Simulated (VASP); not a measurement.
Set up this calculation in VASP 6.6.1, as the native input.

```
Task                   : single point
Functional             : PBE
Dispersion             : D3(BJ)
Potentials or basis    : VASP PAW PBE potentials, release 64 (Na_pv, Cl)
Cutoff                 : 520 eV
k mesh                 : 8 × 8 × 8
Occupations            : gaussian, width 0.02 eV
Spin                   : no spin polarisation
Dipole correction      : no
Further INCAR settings : ALGO = Normal; EDIFF = 1e-07; NBANDS = 14
```

The structure of NaCl lies in POSCAR:

```
NaCl
1.0
    0.0000000000      2.7877464552      2.7877464552
    2.7877464552      0.0000000000      2.7877464552
    2.7877464552      2.7877464552      0.0000000000
Na Cl
1 1
Direct
    0.0000000000      0.0000000000      0.0000000000
    0.5000000000      0.5000000000      0.5000000000
```

These files were run (other wordings do the same):

INCAR

```
PREC = Accurate
ENCUT = 520
EDIFF = 1E-7
ISMEAR = 0
SIGMA = 0.02
LREAL = F
LASPH = T
NELM = 80
ALGO = Normal
ISIF = 2
LWAVE = F
LCHARG = F
GGA = PE
IVDW = 12
NBANDS = 14
```

KPOINTS

```
regular mesh
0
Gamma
  8 8 8
```

Potentials or basis: VASP PAW PBE potentials, release 64 (Na_pv, Cl).

Launch:

```sh
$ cat potpaw_PBE.64/Na_pv/POTCAR potpaw_PBE.64/Cl/POTCAR > POTCAR
$ mpirun -np 1 vasp_std > vasp.out
```

It gave:

```yaml
Pressure: 0.0 GPa
Band_gap_on_the_k_mesh: 5.24 eV
Dispersion_energy_per_atom: -0.222 eV
```

Run time: 30 s on 1 thread of Oxide Virtual Turin-like Processor, with other jobs on the host, peak memory 0.14 GiB.
